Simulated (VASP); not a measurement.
Input of a VASP 6.6.1 run:

The input INCAR:

```
PREC = Accurate
ENCUT = 600
EDIFF = 1E-6
ISMEAR = 0
SIGMA = 0.1
LREAL = F
LASPH = T
NELM = 150
ALGO = Normal
ISIF = 3
LWAVE = F
LCHARG = F
ISPIN = 2
MAGMOM = 0 0 2 2 2 2
LORBIT = 11
LMAXMIX = 4
GGA = PE
IBRION = 2
NSW = 90
EDIFFG = -0.04
```

KPOINTS

```
regular mesh
0
Gamma
  6 6 2
```

File POSCAR:

```
CuNi2
1.0
    2.5161685500      0.0000000000      0.0000000000
   -1.2580842800      2.1790658900      0.0000000000
    0.0000000000      0.0000000000     11.9906175700
Cu Ni
2 4
Direct
    0.3333333300      0.6666666700      0.2500000000
    0.6666666700      0.3333333300      0.7500000000
    0.3333333300      0.6666666700      0.9166666700
    0.3333333300      0.6666666700      0.5833333300
    0.6666666700      0.3333333300      0.0833333300
    0.6666666700      0.3333333300      0.4166666700
```

Potentials or basis: VASP PAW PBE potentials, release 64 (Cu, Ni).

Launch:

```bash
$ cat potpaw_PBE.64/Cu/POTCAR potpaw_PBE.64/Ni/POTCAR > POTCAR
$ mpirun -np 1 vasp_std > vasp.out
```

Task: Estimate the relaxed cell.

Result: a = 2.498 Å, b = 2.498 Å, c = 12.476 Å, α = 90.00°, β = 90.00°, γ = 120.00°.

Task: Predict the relaxed volume.

Result: 11.24 Å³/atom.

Task: Estimate the space group after relaxing (to 0.1 Å).

Result: P6_3/mmc (No. 194).

Task: Predict the net moment.

Result: 2.12 μB per cell.

Final structure:
```
Cu Ni
1.0
     2.49823    0.00000    0.00000
    -1.24912    2.16353    0.00000
     0.00000    0.00000   12.47593
Cu Ni
2 4
Direct
  0.33333 0.66667 0.25000
  0.66667 0.33333 0.75000
  0.33333 0.66667 0.91911
  0.33333 0.66667 0.58089
  0.66667 0.33333 0.08089
  0.66667 0.33333 0.41911
```

Caveat: the k points lie up to 0.48 Å⁻¹ apart in the final cell.
